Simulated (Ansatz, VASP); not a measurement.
This is a calculation of Ti3Al for VASP 6.6.1.

The input INCAR:

```
SYSTEM = Ti3Al
ALGO     = Normal         ! electronic algorithm
EDIFF    = 1E-6           ! SCF threshold, eV
ENCUT    = 520            ! plane-wave cutoff, eV
ISIF     = 2              ! what is computed and relaxed
ISMEAR   = -1             ! smearing method
LASPH    = .TRUE.         ! aspherical terms in the spheres
LCHARG   = .TRUE.         ! write CHGCAR
LELF     = .TRUE.         ! ELF
LREAL    = .FALSE.        ! projectors in reciprocal space
LVHAR    = .TRUE.       
LWAVE    = .FALSE.        ! write WAVECAR
NBANDS   = 28             ! bands
NELM     = 80             ! most SCF steps
PREC     = Accurate       ! precision mode
SIGMA    = 0.05           ! smearing width, eV
```

The input KPOINTS:

```
k-points
0
G
  10 10 3
  0 0 0
```

The input POSCAR:

```
Ti3Al
1.0
    2.9660669332      0.0000000000      0.0000000000
   -1.4830334666      2.5686893135      0.0000000000
    0.0000000000      0.0000000000      9.3477754233
Ti Al
3 1
Direct
    0.3333333333      0.6666666667      0.2494060000
    0.3333333333      0.6666666667      0.7505940000
    0.6666666667      0.3333333333      0.0000000000
    0.6666666667      0.3333333333      0.5000000000
```

Potentials or basis: VASP PAW LDA potentials, release 64 (Ti_sv, Al).

The run is started by

```console
$ cat potpaw_LDA.64/Ti_sv/POTCAR potpaw_LDA.64/Al/POTCAR > POTCAR
$ mpirun -np 1 vasp_std > vasp.out
```

**Question.** Set up the same calculation for Ansatz 0.2.0. Potentials there: all-electron LAPW, scalar-relativistic.

**Answer.** As run (the cutoff follows the program's own potentials):

Contents of input.yaml:

```yaml
crystal:
  lattice:
    - [2.9660669332, 0.0, 0.0]
    - [-1.4830334666, 2.5686893135, 0.0]
    - [0.0, 0.0, 9.3477754233]
  atoms:
    - { symbol: Ti, position: [0.3333333333, 0.6666666667, 0.249406] }
    - { symbol: Ti, position: [0.3333333333, 0.6666666667, 0.750594] }
    - { symbol: Ti, position: [0.6666666667, 0.3333333333, 0.0] }
    - { symbol: Al, position: [0.6666666667, 0.3333333333, 0.5] }
kpoints:
  mp_grid: { grid: [10, 10, 3] }
scf:
  occupations: { method: fermi_dirac, width: 0.05 }
hamiltonian:
  xc: lda
  pseudopotentials: { kind: all_electron, lapw: { basis_error: 0.002 } }
output:
  forces: true
  stress: true
  eigenvalues: true
```

Potentials or basis: all-electron LAPW, scalar-relativistic.

Command:

```bash
$ ansatz run input.yaml --threads 2 --pin off --max-ram 8192MiB --backend cpu --events-out ev --progress --plain --runs-dir out
```

Both were run:

|  | VASP | Ansatz | Ansatz less VASP |
| --- | --- | --- | --- |
| gap on the k mesh at the Fermi level (eV) | none | none | - |
| pressure (GPa) | -10.5 | -10.5 | -0.02 |
| traceless stress, the component that is largest in VASP (GPa) | -0.20 | -0.23 | -0.030 |
| rms of the force components (eV/Å) | 0.067 | 0.065 | -0.0018 |

LDA's correlation is that of Perdew and Zunger in VASP and of Perdew and Wang (1992) in Ansatz. Atom by atom the forces differ by 0.002 eV/Å (rms over components). A gap of «none» marks a metal or a gap that the smearing closes. Ansatz ran all-electron here, and VASP with PAW potentials.
